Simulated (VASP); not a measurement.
Input of a VASP 6.6.1 run:

File INCAR:

```
SYSTEM = Y
ALGO     = Normal         ! electronic algorithm
EDIFF    = 1E-7           ! SCF threshold, eV
ENCUT    = 520            ! plane-wave cutoff, eV
GGA      = PE             ! functional
ISIF     = 2              ! what is computed and relaxed
ISMEAR   = -1             ! smearing method
LASPH    = .True.         ! aspherical terms in the spheres
LCHARG   = .False.        ! write CHGCAR
LREAL    = .False.        ! projectors in reciprocal space
LWAVE    = .False.        ! write WAVECAR
NBANDS   = 18             ! bands
NELM     = 80             ! most SCF steps
PREC     = Accurate       ! precision mode
SIGMA    = 0.1            ! smearing width, eV
```

Contents of KPOINTS:

```
k-points
0
Gamma
  4 4 4
  0 0 0
```

The input POSCAR:

```
Y
1.0
    0.0000000000      3.5454148505      3.5454148505
    3.5454148505      0.0000000000      3.5454148505
    3.5454148505      3.5454148505      0.0000000000
Y
2
Direct
    0.1250000000      0.1250000000      0.1250000000
    0.8750000000      0.8750000000      0.8750000000
```

Potentials or basis: VASP PAW PBE potentials, release 64 (Y_sv).

The run is started by

```sh
$ cat potpaw_PBE.64/Y_sv/POTCAR > POTCAR
$ mpirun -np 1 vasp_std > vasp.out
```

Problem. What does it give for the band gap on the k mesh?

Solution. Zero (bands 11 and 12 overlap by 0.78 eV).

Problem. Estimate the pressure.

Solution. 0.3 GPa.

Caveat: the k points lie up to 0.38 Å⁻¹ apart, too coarse for converged energies and pressures of a metal.
